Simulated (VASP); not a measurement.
A run of VASP 6.6.1:

File INCAR:

```
SYSTEM = Pt
PREC = Accurate
ENCUT = 520
EDIFF = 1E-6
ISMEAR = -1
SIGMA = 0.1
LREAL = .FALSE.
LASPH = .TRUE.
NELM = 80
ALGO = Normal
ISIF = 2
LWAVE = .FALSE.
LCHARG = .TRUE.
LELF = .TRUE.
LVHAR = .TRUE.
NBANDS = 11
```

The input KPOINTS:

```
regular mesh
0
G
  23 23 23
  0 0 0
```

Contents of POSCAR:

```
Pt
1.0
    0.0000000000      1.9980352868      1.9980352868
    1.9980352868      0.0000000000      1.9980352868
    1.9980352868      1.9980352868      0.0000000000
Pt
1
Direct
    0.0000000000      0.0000000000      0.0000000000
```

Potentials or basis: VASP PAW LDA potentials, release 64 (Pt).

The run is started by

```console
$ cat potpaw_LDA.64/Pt/POTCAR > POTCAR
$ mpirun -np 1 vasp_std > vasp.out
```

Hardware: 1 thread of Intel(R) Xeon(R) Platinum 8488C (Sapphire Rapids), with other jobs on the host.

Problem. Estimate the wall time of this run.

Solution. Run time: 26 s on 1 thread of Intel(R) Xeon(R) Platinum 8488C (Sapphire Rapids), on a shared host, peak memory 0.18 GiB. Counts: scf iterations 11, k points 364.
